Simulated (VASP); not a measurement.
# Mg2C (Fm-3m) in VASP: notebook, part 2 of 2

VASP 6.6.1.

## Step 4: Single point, PBE

Contents of INCAR:

```
SYSTEM = Mg2C
PREC     = Accurate       ! precision mode
ENCUT    = 600            ! plane-wave cutoff, eV
EDIFF    = 1E-6           ! SCF threshold, eV
ISMEAR   = 0              ! smearing method
SIGMA    = 0.01           ! smearing width, eV
LREAL    = .False.        ! projectors in reciprocal space
LASPH    = .True.         ! aspherical terms in the spheres
NELM     = 120            ! most SCF steps
ALGO     = Normal         ! electronic algorithm
ISIF     = 2              ! what is computed and relaxed
LWAVE    = .False.        ! write WAVECAR
LCHARG   = .False.        ! write CHGCAR
GGA      = PE             ! functional
NBANDS   = 11             ! bands
ISYM     = 0            
GGA_COMPAT= .False.
```

Contents of KPOINTS:

```
Automatic mesh
0
Gamma
  6 6 6
  0 0 0.5
```

Contents of POSCAR:

```
Mg2C
1.0
    0.0000000000      2.7109426181      2.7109426181
    2.7109426181      0.0000000000      2.7109426181
    2.7109426181      2.7109426181      0.0000000000
C Mg
1 2
Direct
    0.0000000000      0.0000000000      0.0000000000
    0.2500000000      0.2500000000      0.2500000000
    0.7500000000      0.7500000000      0.7500000000
```

Launch:

```
cat potpaw_PBE.64/C/POTCAR potpaw_PBE.64/Mg/POTCAR > POTCAR
mpirun -np 1 vasp_std > vasp.out
```

It took 62 s on 1 thread of Intel Xeon 6975P-C (Granite Rapids), shared host; peak memory 0.37 GiB.

It converged, with:

- Free energy: -11.4827 eV
- Pressure: 1.8 GPa
- Band gap on the k mesh: 1.12 eV, indirect (least direct gap 2.05 eV)

Levels at points of the mesh, in eV from the valence-band top:
| k point | band 1 | band 2 | band 3 | band 4 | band 5 | band 6 | band 7 | band 8 |
| --- | --- | --- | --- | --- | --- | --- | --- | --- |
| (0.00, 0.00, 0.08) | -10.59 | -0.60 | 0.00 | 0.00 | 2.05 | 6.58 | 6.74 | 6.74 |

## Step 5: Single point, PBE

Contents of INCAR:

```
SYSTEM = Mg2C
PREC = Accurate ; ENCUT = 600
EDIFF = 1E-6 ; ISMEAR = 0
SIGMA = 0.01 ; LREAL = .FALSE.
LASPH = .TRUE. ; NELM = 120
ALGO = Normal ; ISIF = 2
LWAVE = .FALSE. ; LCHARG = .TRUE.
GGA = PE ; LELF = .TRUE.
LVHAR = .TRUE. ; NBANDS = 11
ISYM = 0 ; GGA_COMPAT = .FALSE.
```

Contents of KPOINTS:

```
Automatic mesh
0
Gamma
  6 6 6
  0.5 0.5 0.5
```

POSCAR is that of step 4.

Potentials or basis: VASP PAW PBE potentials, release 64 (C, Mg).

Launch:

```
cat potpaw_PBE.64/C/POTCAR potpaw_PBE.64/Mg/POTCAR > POTCAR
mpirun -np 1 vasp_std > vasp.out
```

OUTCAR:

```text
SYSTEM = Mg2C
   PREC = Accurate
   ENCUT = 600
   EDIFF = 1E-6
   ISMEAR = 0
   LREAL = .FALSE.
   LASPH = .TRUE.
   NELM = 120
   ISIF = 2
   GGA = PE
   ISYM = 0

 ion  position               nearest neighbor table
   1  0.000  0.000  0.000-   3 2.35   3 2.35   3 2.35   2 2.35   3 2.35   2 2.35   2 2.35   2 2.35

   2  0.250  0.250  0.250-   1 2.35   1 2.35   1 2.35   1 2.35   3 2.71   3 2.71   3 2.71   3 2.71
                             3 2.71   3 2.71
   3  0.750  0.750  0.750-   1 2.35   1 2.35   1 2.35   1 2.35   2 2.71   2 2.71   2 2.71   2 2.71
                             2 2.71   2 2.71

IMPORTANT INFORMATION: All symmetrisations will be switched off!
NOSYMM: (Re-)initialisation of all symmetry stuff for point group C_1.

----------------------------------------------------------------------------------------

                                     Primitive cell

  volume of cell :      39.8466

  direct lattice vectors                    reciprocal lattice vectors
     0.000000000  2.710942618  2.710942618    -0.184437692  0.184437692  0.184437692
     2.710942618  0.000000000  2.710942618     0.184437692 -0.184437692  0.184437692
     2.710942618  2.710942618  0.000000000     0.184437692  0.184437692 -0.184437692

  length of vectors
     3.833851817  3.833851817  3.833851817     0.319455454  0.319455454  0.319455454

  position of ions in fractional coordinates (direct lattice)
     0.000000000  0.000000000  0.000000000
     0.250000000  0.250000000  0.250000000
     0.750000000  0.750000000  0.750000000

  ion indices of the primitive-cell ions
   primitive index   ion index
                 1           1
                 2           2
                 3           3

----------------------------------------------------------------------------------------

 KPOINTS: Automatic mesh

Automatic generation of k-mesh.
 Grid dimensions read from file:
 generate k-points for:    6    6    6

 Generating k-lattice:

  Cartesian coordinates                     Fractional coordinates (reciprocal lattice)
    -0.030739615  0.030739615  0.030739615     0.166666667  0.000000000  0.000000000
     0.030739615 -0.030739615  0.030739615     0.000000000  0.166666667  0.000000000
[... 84 lines left out ...]
   LHFCALC =     F    Hartree Fock is set to
   AEXX    =    0.0000 exact exchange contribution
   IVDW    =     0    specifies the selected vdW correction
   LEPSILON=     F    determine dielectric tensor
   LRPA    =     F    only Hartree local field effects (RPA)
 non-spin polarized calculation
 Gauss-broadening in eV      SIGMA  =   0.01
  energy-cutoff  :      600.00
  volume of cell :       39.85
 maximum number of plane-waves:      1339
   NGX = 15   NGY = 15   NGZ = 15

 number of electron       8.0000000 magnetization

 Free energy of the ion-electron system (eV)
  ---------------------------------------------------
  ext. energy  EPLUGINS =         0.00000000
  ---------------------------------------------------
  free energy    TOTEN  =       -11.48274277 eV

  energy without entropy =      -11.48274277  energy(sigma->0) =      -11.48274277

 E-fermi :   3.8274     XC(G=0):  -9.9409

 val. band max:        3.7225856058   @ k =   0.0000   0.0833   0.0000
 cond. band min:       4.8433535169   @ k =   0.5000  -0.4167   0.0000
 fundamental gap:      1.1207679111
 Fermi energy:         3.8273852035

 k-point     1 :       0.0833    0.0833    0.0833
  band No.  band energies     occupation
      1      -6.8681      2.00000
      2       3.1252      2.00000
      3       3.7226      2.00000
      4       3.7226      2.00000
      5       5.7737      0.00000
      6      10.3008      0.00000
      7      10.4666      0.00000
      8      10.4666      0.00000
      9      12.7418      0.00000
     10      12.7418      0.00000
     11      14.2416      0.00000
[... 309 lines left out ...]
 k-point    24 :       0.3333    0.0000   -0.0833
  band No.  band energies     occupation
      1      -5.7418      2.00000
      2      -0.2217      2.00000
      3       2.9494      2.00000
      4       3.4476      2.00000
      5       7.5030      0.00000
      6       8.9638      0.00000
      7       9.7292      0.00000
      8      10.4213      0.00000
      9      13.1451      0.00000
     10      14.4079      0.00000
     11      14.9233      0.00000

 [... further k-points ...]
[... 5 lines left out ...]
  --------------------------------------------------------------------------------------
  -------------------------------------------------------------------------------------
  Total        0.4368005      0.4368008      0.4368003     -0.0000005     -0.0000008     -0.0000004
  in kB       17.5631644     17.5631760     17.5631567     -0.0000215     -0.0000310     -0.0000163
  external PRESSURE =      17.5631657 kB  Pullay stress =       0.0000000 kB

 VOLUME and BASIS-vectors are now :
 -----------------------------------------------------------------------------
  energy-cutoff  :      600.00
  volume of cell :       39.85
      direct lattice vectors                 reciprocal lattice vectors
     0.000000000  2.710942618  2.710942618    -0.184437692  0.184437692  0.184437692
     2.710942618  0.000000000  2.710942618     0.184437692 -0.184437692  0.184437692
     2.710942618  2.710942618  0.000000000     0.184437692  0.184437692 -0.184437692

 POSITION                                       TOTAL-FORCE (eV/Angst)
 -----------------------------------------------------------------------------------
      0.00000      0.00000      0.00000        -0.000000      0.000000      0.000000
      1.35547      1.35547      1.35547         0.000000     -0.000000      0.000000
      4.06641      4.06641      4.06641         0.000000     -0.000000     -0.000000
 -----------------------------------------------------------------------------------
    total drift:                               -0.000000      0.000000     -0.000000

  FREE ENERGIE OF THE ION-ELECTRON SYSTEM (eV)
  ---------------------------------------------------
  free  energy   TOTEN  =       -11.4827427687 eV

  energy  without entropy=      -11.4827427687  energy(sigma->0) =      -11.48274277
```

OSZICAR:

```text
N       E                     dE             d eps       ncg     rms          rms(c)
DAV:   1     0.894498670190E+01    0.89450E+01   -0.34958E+03  9504   0.674E+02
DAV:   2    -0.122478655765E+02   -0.21193E+02   -0.19731E+02 12330   0.863E+01
DAV:   3    -0.138241364213E+02   -0.15763E+01   -0.15703E+01 11524   0.216E+01
DAV:   4    -0.138359856180E+02   -0.11849E-01   -0.11848E-01 10758   0.231E+00
DAV:   5    -0.138360539319E+02   -0.68314E-04   -0.68313E-04 11376   0.176E-01    0.704E+00
DAV:   6    -0.115197746385E+02    0.23163E+01   -0.14424E+01 11172   0.139E+01    0.213E+00
DAV:   7    -0.115042211862E+02    0.15553E-01   -0.18457E-01 10554   0.267E+00    0.144E+00
DAV:   8    -0.114867948154E+02    0.17426E-01   -0.61811E-02  9930   0.189E+00    0.661E-01
DAV:   9    -0.114835713442E+02    0.32235E-02   -0.44159E-03 11397   0.345E-01    0.377E-01
DAV:  10    -0.114827347750E+02    0.83657E-03   -0.33561E-03 10518   0.280E-01    0.135E-02
DAV:  11    -0.114827418872E+02   -0.71121E-05   -0.28996E-05 11574   0.362E-02    0.105E-02
DAV:  12    -0.114827427687E+02   -0.88150E-06   -0.95890E-07  7056   0.590E-03
   1 F= -.11482743E+02 E0= -.11482743E+02  d E =-.209037E-51
```

Wall time 62 s (1 thread of Intel Xeon 6975P-C (Granite Rapids), shared host); peak memory 0.37 GiB.

Results:

```yaml
Free_energy: -11.4827 eV
Pressure: 1.8 GPa
Band_gap_on_the_k_mesh: 1.12 eV, indirect (least direct gap 2.05 eV)
```

Levels at points of the mesh, in eV from the valence-band top:
| k point | band 1 | band 2 | band 3 | band 4 | band 5 | band 6 | band 7 | band 8 | band 9 |
| --- | --- | --- | --- | --- | --- | --- | --- | --- | --- |
| (0.08, 0.08, 0.08) | -10.59 | -0.60 | 0.00 | 0.00 | 2.05 | 6.58 | 6.74 | 6.74 | 9.02 |

## Step 6: Summary

```csv
level,k mesh,smearing,gap on the mesh (eV),pressure (GPa)
PBE,6 × 6 × 6,methfessel-paxton 0.5 eV,0.73,1.7
PBEsol,6 × 6 × 6,gaussian 0.01 eV,0.68,0.0
PBE,"6 × 6 × 6, shifted",gaussian 0.01 eV,1.12,1.8
```

Alike in all rows: task single point; potentials or basis VASP PAW PBE potentials, release 64 (C, Mg); no spin polarisation; cell as given; cutoff (eV) 600.

On the cell as given the gap runs from 0.68 eV (PBEsol) to 1.12 eV (PBE). The pressure there spans 0.0 GPa (PBEsol) to 1.8 GPa (PBE); a positive pressure means that this level wants a larger cell, a negative one a smaller.

Caveats: the PAW data sets were made with another functional, which shifts forces and pressure a little (some runs).

Total energies depend on the potentials used, so only differences within one code and one set of settings carry meaning.
